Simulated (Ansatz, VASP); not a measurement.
# One calculation of LiReH6, two programs

```
Li Re H
1.0
     3.51763    0.00000    0.00000
     0.00000    3.51763    0.00000
     0.00000    0.00000    3.51763
Li Re H
1 1 6
Direct
  0.50000 0.50000 0.50000
  0.00000 0.00000 0.00000
  0.00000 0.50000 0.77747
  0.50000 0.22253 0.00000
  0.77747 0.00000 0.50000
  0.00000 0.50000 0.22253
  0.50000 0.77747 0.00000
  0.22253 0.00000 0.50000
```

Change from the starting cell: species swapped into the V6CoIr type (Pm-3, No. 200).

Alike in both runs: functional PBE; k mesh 4 × 4 × 4; occupations gaussian, width 0.1 eV; no spin polarisation.

Ansatz relaxed the structure, and its values are those at the end. VASP's run is a single point on that final structure, the one shown.

|  | VASP | Ansatz |
| --- | --- | --- |
| version | VASP 6.6.1 | Ansatz 0.2.0 |
| potentials or method | VASP PAW PBE potentials, release 64 (Li_sv, Re, H), cutoff 520 eV | scalar-relativistic, plane waves, PAW |
| valence electrons in the cell | 16 | 24 |

Ansatz gave:

* gap on the k mesh at the Fermi level (eV): none
* rms of the force components (eV/Å): 0.003

**Question.** Estimate VASP's values.

**Answer.** gap on the k mesh at the Fermi level (eV): none; rms of the force components (eV/Å): 0.007.

A gap of «none» marks a metal or a gap that the smearing closes. VASP's potentials hold 16 valence electrons a cell and Ansatz's 24, so a difference there can come from the potentials and not from the codes.

The k mesh is coarse, so the values compare programs but aren't converged. Spin-orbit coupling is off throughout. Noted on VASP's run: the cutoff is short for stress, so the pressure is rough.
